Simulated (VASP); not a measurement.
Wanted: the native input for a VASP 6.6.1 run.

| Quantity | Value |
| --- | --- |
| Task | relaxation of cell and atoms |
| Functional | PBE |
| Potentials or basis | VASP PAW PBE potentials, release 64 (Ge_d) |
| Cutoff | 600 eV |
| k mesh | 6 × 6 × 6 |
| Occupations | gaussian, width 0.01 eV |
| Spin | no spin polarisation |
| Target pressure | 5 GPa |
| Dipole correction | no |
| Further INCAR settings | ALGO = Normal; EDIFF = 1e-06; IBRION = 2; EDIFFG = -0.02; NSW = 80; ISIF = 3 |

The structure of Ge lies in POSCAR:

```
Ge
1.0
    4.0006830000      0.0000000000      0.0000000000
    2.0003415000      3.4646931105      0.0000000000
    2.0003415000      1.1548977035      3.2665439909
Ge
2
Direct
    0.0000000000      0.0000000000      0.0000000000
    0.2500000000      0.2500000000      0.2500000000
```

These files were run (other wordings do the same):

INCAR

```
SYSTEM = Ge
PREC = Accurate
ENCUT = 600
EDIFF = 1E-6
ISMEAR = 0
SIGMA = 0.01
LREAL = .FALSE.
LASPH = .TRUE.
NELM = 100
ALGO = Normal
ISIF = 3
LWAVE = .FALSE.
LCHARG = .FALSE.
GGA = PE
IBRION = 2
NSW = 80
EDIFFG = -0.02
PSTRESS = 50.0
```

KPOINTS

```
regular mesh
0
G
  6 6 6
  0 0 0
```

Potentials or basis: VASP PAW PBE potentials, release 64 (Ge_d).

Run with:

```bash
$ cat potpaw_PBE.64/Ge_d/POTCAR > POTCAR
$ mpirun -np 1 vasp_std > vasp.out
```

It gave:

| Quantity | Value |
| --- | --- |
| Relaxed volume | 22.22 Å³/atom |
| Relaxed cell | a = 3.976 Å, b = 3.976 Å, c = 3.976 Å, α = 60.00°, β = 60.00°, γ = 60.00° |
| Space group after relaxing (to 0.05 Å) | Fd-3m (No. 227) |
| Energy change on relaxing (the enthalpy is what falls) | +10.8 meV/atom |
| Ionic steps | 5 |
| Pressure after relaxing | 5.0 GPa |
| Band gap on the k mesh | 0.21 eV, direct |

Caveat: the cell is relaxed towards a set pressure, so the enthalpy falls and the energy may rise.

It took 64 s on 1 thread of AMD EPYC 7R13 (shared host), peak memory 0.15 GiB.
